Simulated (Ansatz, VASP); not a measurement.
# C: VASP beside Ansatz

Contents of INCAR:

```
ALGO = Normal
EDIFF = 1E-6
ENCUT = 600
GGA_COMPAT = False
ISIF = 2
ISMEAR = 0
LASPH = True
LCHARG = False
LREAL = False
LWAVE = False
NBANDS = 11
NELM = 120
PREC = Accurate
SIGMA = 0.02
```

The input KPOINTS:

```
k-points
0
Gamma
  12 12 12
```

POSCAR

```
C
1.0
    0.0000000000      1.7657234629      1.7657234629
    1.7657234629      0.0000000000      1.7657234629
    1.7657234629      1.7657234629      0.0000000000
C
2
Direct
    0.0000000000      0.0000000000      0.0000000000
    0.2500000000      0.2500000000      0.2500000000
```

Input for Ansatz:

```yaml
crystal:
  lattice:
    - [0.0, 1.7657234629, 1.7657234629]
    - [1.7657234629, 0.0, 1.7657234629]
    - [1.7657234629, 1.7657234629, 0.0]
  atoms:
    - { symbol: C, position: [0.0, 0.0, 0.0] }
    - { symbol: C, position: [0.25, 0.25, 0.25] }
basis:
  ecutwfc: 420
kpoints:
  mp_grid: { grid: [12, 12, 12] }
  band_path:
    path:
      - [[0.0, 0.0, 0.0], [0.5, 0.0, 0.5], [0.625, 0.25, 0.625]]
      - [[0.375, 0.375, 0.75], [0.0, 0.0, 0.0], [0.5, 0.5, 0.5], [0.5, 0.25, 0.75], [0.5, 0.0, 0.5]]
    npoints: 10
hamiltonian:
  xc: lda
  pseudopotentials: { kind: paw, azcp: { folder: soft_1 } }
scf:
  occupations: { method: gaussian, width: 0.02 }
  n_extra_bands: 7
output:
  forces: true
  stress: true
  eigenvalues: true
```

Alike in both runs: task single point; functional LDA; k mesh 12 × 12 × 12; occupations gaussian, width 0.02 eV; no spin polarisation.

```csv
,VASP,Ansatz
version,VASP 6.6.1,Ansatz 0.2.0
potentials or method,"VASP PAW LDA potentials, release 64 (C), cutoff 600 eV","scalar-relativistic, plane waves, PAW"
valence electrons in the cell,8,8
```

```tsv
	VASP	Ansatz	Ansatz less VASP
gap on the k mesh at the Fermi level (eV)	4.20	4.20	+0.004
least direct gap on the mesh (eV)	5.63	5.62	-0.004
pressure (GPa)	0.9	0.0	-0.95
```

Ansatz warns that its potentials were made for another functional, while VASP's fit it. LDA's correlation is that of Perdew and Zunger in VASP and of Perdew and Wang (1992) in Ansatz.
